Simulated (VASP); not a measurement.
# Hf3Pd (Pm-3m) in VASP: further runs, part 2 of 2

VASP 6.6.1. The steps go on from the part before.

### 3 Relaxation of cell and atoms, PBE

This run uses another cell than the first one, of 17.82 Å³/atom, 0.877 times its volume.

Contents of INCAR:

```
SYSTEM = Hf3Pd
PREC     = Accurate       ! precision mode
ENCUT    = 600            ! plane-wave cutoff, eV
EDIFF    = 1E-6           ! SCF threshold, eV
ISMEAR   = 0              ! smearing method
SIGMA    = 0.1            ! smearing width, eV
LREAL    = .False.        ! projectors in reciprocal space
LASPH    = .True.         ! aspherical terms in the spheres
NELM     = 60             ! most SCF steps
ALGO     = Fast           ! electronic algorithm
ISIF     = 3              ! what is computed and relaxed
LWAVE    = .False.        ! write WAVECAR
LCHARG   = .False.        ! write CHGCAR
GGA      = PE             ! functional
IBRION   = 2              ! ionic algorithm
NSW      = 90             ! ionic steps
EDIFFG   = -0.04          ! ionic threshold
```

Contents of KPOINTS:

```
regular mesh
0
Gamma
  4 4 4
  0 0 0
```

Contents of POSCAR:

```
Hf3Pd
1.0
    4.1464239968      0.0000000000      0.0000000000
    0.0000000000      4.1464239968      0.0000000000
    0.0000000000      0.0000000000      4.1464239968
Hf Pd
3 1
Direct
    0.0000000000      0.5000000000      0.5000000000
    0.5000000000      0.0000000000      0.5000000000
    0.5000000000      0.5000000000      0.0000000000
    0.0000000000      0.0000000000      0.0000000000
```

Potentials or basis: VASP PAW PBE potentials, release 64 (Hf_pv, Pd).

Launch:

```
$ cat potpaw_PBE.64/Hf_pv/POTCAR potpaw_PBE.64/Pd/POTCAR > POTCAR
$ mpirun -np 1 vasp_std > vasp.out
```

OUTCAR:

```text
SYSTEM = Hf3Pd
   PREC = Accurate
   ENCUT = 600
   EDIFF = 1E-6
   ISMEAR = 0
   LREAL = .False.
   LASPH = .True.
   NELM = 60
   ISIF = 3
   GGA = PE
   IBRION = 2
   NSW = 90
   EDIFFG = -0.04

 ion  position               nearest neighbor table
   1  0.000  0.500  0.500-   2 2.93   3 2.93   4 2.93   3 2.93   4 2.93   2 2.93   4 2.93   4 2.93
                             2 2.93   3 2.93   3 2.93   2 2.93
   2  0.500  0.000  0.500-   1 2.93   3 2.93   4 2.93   3 2.93   4 2.93   1 2.93   3 2.93   3 2.93
                             1 2.93   4 2.93   4 2.93   1 2.93
   3  0.500  0.500  0.000-   1 2.93   2 2.93   4 2.93   1 2.93   2 2.93   2 2.93   4 2.93   2 2.93
                             1 2.93   4 2.93   1 2.93   4 2.93
   4  0.000  0.000  0.000-   1 2.93   2 2.93   3 2.93   1 2.93   2 2.93   1 2.93   3 2.93   1 2.93
                             2 2.93   3 2.93   2 2.93   3 2.93

  LATTYP: Found a simple cubic cell.
 ALAT       =     4.1464239968

  Lattice vectors:

 A1 = (   4.1464239968,   0.0000000000,   0.0000000000)
 A2 = (   0.0000000000,   4.1464239968,   0.0000000000)
 A3 = (   0.0000000000,   0.0000000000,   4.1464239968)

Analysis of symmetry for initial positions (statically):
=====================================================================
 Subroutine PRICEL returns:
 Original cell was already a primitive cell.

 Routine SETGRP: Setting up the symmetry group for a
 simple cubic supercell.

 Subroutine GETGRP returns: Found 48 space group operations
 (whereof 48 operations were pure point group operations)
 out of a pool of 48 trial point group operations.

The static configuration has the point symmetry O_h .

Analysis of symmetry for dynamics (positions and initial velocities):
=====================================================================
 Subroutine PRICEL returns:
 Original cell was already a primitive cell.

 Routine SETGRP: Setting up the symmetry group for a
 simple cubic supercell.

 Subroutine GETGRP returns: Found 48 space group operations
 (whereof 48 operations were pure point group operations)
 out of a pool of 48 trial point group operations.

[... 102 lines left out ...]
   EMIN   =  10.00;   EMAX   =-10.00  energy-range for DOS
   EFERMI =   0.00;   METHOD = LEGACY
   ISMEAR =     0;   SIGMA  =   0.10  broadening in eV -4-tet -1-fermi 0-gaus
   EFERMI_NEDOS =   21; number of points for ismear=-14 and -15
   IALGO  =     68    algorithm
   IMIX   =      4    mixing-type and parameters
     AMIX     =   0.40;   BMIX     =  1.00
     AMIX_MAG =   1.60;   BMIX_MAG =  1.00
  volume/ion in A,a.u.               =      17.82       120.27
  Fermi-wavevector in a.u.,A,eV,Ry     =   1.350272  2.551643 24.806595  1.823233
  Thomas-Fermi vector in A             =   2.477790
   LORBIT       =      0    0 simple, 1 ext, 2 COOP (PROOUT), +10 PAW based schemes
   GGA     = PE    functional components
   LHFCALC =     F    Hartree Fock is set to
   AEXX    =    0.0000 exact exchange contribution
   IVDW    =     0    specifies the selected vdW correction
   LEPSILON=     F    determine dielectric tensor
   LRPA    =     F    only Hartree local field effects (RPA)
 conjugate gradient relaxation of ions
 non-spin polarized calculation
 RMM-DIIS sequential band-by-band and
 Gauss-broadening in eV      SIGMA  =   0.10
  energy-cutoff  :      600.00
  volume of cell :       71.29
 maximum number of plane-waves:      2409
 NGX is ok and might be reduce to    36
   NGX = 17   NGY = 17   NGZ = 17

--------------------------------------- Ionic step        1  -------------------------------------------

 number of electron      40.0000005 magnetization

 Free energy of the ion-electron system (eV)
  ---------------------------------------------------
  ext. energy  EPLUGINS =         0.00000000
  ---------------------------------------------------
  free energy    TOTEN  =       -35.14828698 eV

  energy without entropy =      -35.11298090  energy(sigma->0) =      -35.13063394

------------------------ aborting loop because EDIFF is reached ----------------------------------------

  FORCE on cell =-STRESS in cart. coord.  units (eV):
  Direction    XX          YY          ZZ          XY          YZ          ZX
  --------------------------------------------------------------------------------------
  -------------------------------------------------------------------------------------
  Total        8.7245968      8.7245968      8.7245968     -0.0000000      0.0000000      0.0000000
  in kB      196.0806865    196.0806865    196.0806865     -0.0000000      0.0000000      0.0000000
  external PRESSURE =     196.0806865 kB  Pullay stress =       0.0000000 kB
[... 101 lines left out ...]
--------------------------------------- Ionic step        4  -------------------------------------------

 number of electron      39.9999995 magnetization

 Free energy of the ion-electron system (eV)
  ---------------------------------------------------
  ext. energy  EPLUGINS =         0.00000000
  ---------------------------------------------------
  free energy    TOTEN  =       -35.66709774 eV

  energy without entropy =      -35.62531965  energy(sigma->0) =      -35.64620869

 E-fermi :   5.8626     XC(G=0): -11.6947

 val. band max:        5.8380959421   @ k =   0.5000   0.5000   0.2500
 cond. band min:       5.8718259426   @ k =   0.5000   0.5000   0.2500
 fundamental gap:      0.0337300006
 Fermi energy:         5.8625744006

 k-point     1 :       0.0000    0.0000    0.0000
  band No.  band energies     occupation
      1     -24.9644      2.00000
      2     -24.9644      2.00000
      3     -24.9644      2.00000
      4     -24.5292      2.00000
      5     -24.5292      2.00000
      6     -24.5292      2.00000
[... 290 lines left out ...]
  FREE ENERGIE OF THE ION-ELECTRON SYSTEM (eV)
  ---------------------------------------------------
  free  energy   TOTEN  =       -35.6670977418 eV

  energy  without entropy=      -35.6253196469  energy(sigma->0) =      -35.64620869

 reached required accuracy - stopping structural energy minimisation
```

OSZICAR:

```text
N       E                     dE             d eps       ncg     rms          rms(c)
DAV:   1     0.201630749597E+03    0.20163E+03   -0.24163E+04   488   0.181E+03
DAV:   2    -0.261068916884E+02   -0.22774E+03   -0.22465E+03   560   0.402E+02
DAV:   3    -0.364989374676E+02   -0.10392E+02   -0.10212E+02   640   0.565E+01
[... 57 lines left out ...]
RMM:   4    -0.356670803778E+02    0.21230E-03   -0.13832E-03   505   0.213E-01    0.105E-01
RMM:   5    -0.356670963155E+02   -0.15938E-04   -0.39873E-04   569   0.963E-02    0.981E-02
RMM:   6    -0.356670960867E+02    0.22880E-06   -0.54741E-05   527   0.394E-02    0.565E-02
RMM:   7    -0.356670979300E+02   -0.18433E-05   -0.15602E-05   502   0.203E-02    0.110E-02
RMM:   8    -0.356670977418E+02    0.18821E-06   -0.69325E-06   400   0.139E-02
   4 F= -.35667098E+02 E0= -.35646209E+02  d E =-.518811E+00
```

CONTCAR:

```text
Hf3Pd
   1.00000000000000
     4.3221850160082829   -0.0000000000000000    0.0000000000000000
    -0.0000000000000000    4.3221850160082829    0.0000000000000000
    -0.0000000000000000    0.0000000000000000    4.3221850160082829
  Hf              Pd
     3     1
Direct
     0.0000000000000000    0.5000000000000000    0.5000000000000000
     0.5000000000000000    0.0000000000000000    0.5000000000000000
     0.5000000000000000    0.5000000000000000    0.0000000000000000
     0.0000000000000000    0.0000000000000000    0.0000000000000000

  0.00000000E+00  0.00000000E+00  0.00000000E+00
  0.00000000E+00  0.00000000E+00  0.00000000E+00
  0.00000000E+00  0.00000000E+00  0.00000000E+00
  0.00000000E+00  0.00000000E+00  0.00000000E+00
```

Wall time 3.7 min (1 thread of AMD EPYC 7R13 (Zen 3), shared host); peak memory 0.19 GiB.

What came out:

* Free energy: -35.6671 eV
* Relaxed volume: 20.19 Å³/atom
* Relaxed cell: a = 4.322 Å, b = 4.322 Å, c = 4.322 Å, α = 90.00°, β = 90.00°, γ = 90.00°
* Space group after relaxing (to 0.05 Å): Pm-3m (No. 221)
* Energy gained by relaxing: 129.7 meV/atom
* Ionic steps: 4
* Pressure after relaxing: -0.1 GPa
* Band gap on the k mesh: zero (band 20 reaches 6.38 eV, above the bottom of band 21 at 5.69 eV)

The path:
```tsv
step	energy change (eV)	largest force (eV/Å)	pressure (GPa)	volume (Å³)
1	0.0000	0.0000	19.61	71.29
2	0.3272	0.0000	-14.92	96.24
3	-0.5180	0.0000	-0.63	81.11
4	-0.5188	0.0000	-0.09	80.74
```

Final structure:
```xyz
4
Lattice="4.3222 0.0000 0.0000 0.0000 4.3222 0.0000 0.0000 0.0000 4.3222" Properties=species:S:1:pos:R:3 pbc="T T T"
Hf    0.0000    2.1611    2.1611
Hf    2.1611    0.0000    2.1611
Hf    2.1611    2.1611    0.0000
Pd    0.0000    0.0000    0.0000
```

Caveat: the k points lie up to 0.36 Å⁻¹ apart in the final cell; spin-orbit coupling is left out, which moves the levels of the heavy elements.
